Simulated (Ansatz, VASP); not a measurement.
## Zn: VASP beside Ansatz

The input INCAR:

```
  ALGO = Fast
  EDIFF = 1E-7
  ENCUT = 520
  GGA = PS
  ISIF = 2
  ISMEAR = 0
  LASPH = T
  LCHARG = T
  LELF = T
  LREAL = F
  LVHAR = T
  LWAVE = F
  NBANDS = 19
  NELM = 100
  PREC = Accurate
  SIGMA = 0.15
```

The input KPOINTS:

```
k-points
0
Gamma
  24 24 10
```

POSCAR

```
Zn
1.0
    2.7047700240      0.0000000000      0.0000000000
   -1.3523850120      2.3423995522      0.0000000000
    0.0000000000      0.0000000000      4.9467000000
Zn
2
Direct
    0.3333333333      0.6666666667      0.2500000000
    0.6666666667      0.3333333333      0.7500000000
```

Input for Ansatz:

```yaml
crystal:
  lattice:
    - [2.704770024, 0.0, 0.0]
    - [-1.352385012, 2.3423995522, 0.0]
    - [0.0, 0.0, 4.9467]
  atoms:
    - { symbol: Zn, position: [0.3333333333, 0.6666666667, 0.25] }
    - { symbol: Zn, position: [0.6666666667, 0.3333333333, 0.75] }
basis:
  ecutwfc: 420
kpoints:
  mp_grid: { grid: [24, 24, 10] }
hamiltonian:
  xc: pbesol
scf:
  occupations: { method: gaussian, width: 0.15 }
output:
  forces: true
  stress: true
  eigenvalues: true
  write_density: true
  write_potential: true
  elf: true
  volumetric_format: npy
```

Change from the starting cell: strain +0.0150 x Voigt [1, 1, 0, 0, 0, 0], atoms carried along.

Alike in both runs: task single point; functional PBEsol; k mesh 24 × 24 × 10; occupations gaussian, width 0.15 eV; no spin polarisation.

```csv
,VASP,Ansatz
version,VASP 6.6.1,Ansatz 0.2.0
potentials or method,"VASP PAW PBE potentials, release 64 (Zn), cutoff 520 eV","scalar-relativistic, plane waves, PAW"
valence electrons in the cell,24,24
```

Ansatz gave:

| Item | Value |
| --- | --- |
| gap on the k mesh at the Fermi level (eV) | none |
| pressure (GPa) | -7.3 |
| traceless stress, the component that is largest in VASP (GPa) | 2.39 |

Problem. Estimate VASP's values.

Solution. gap on the k mesh at the Fermi level (eV): none; pressure (GPa): -6.7; traceless stress, the component that is largest in VASP (GPa): 2.29.

VASP's potentials were made for PBE, not for PBEsol. A gap of «none» marks a metal or a gap that the smearing closes.
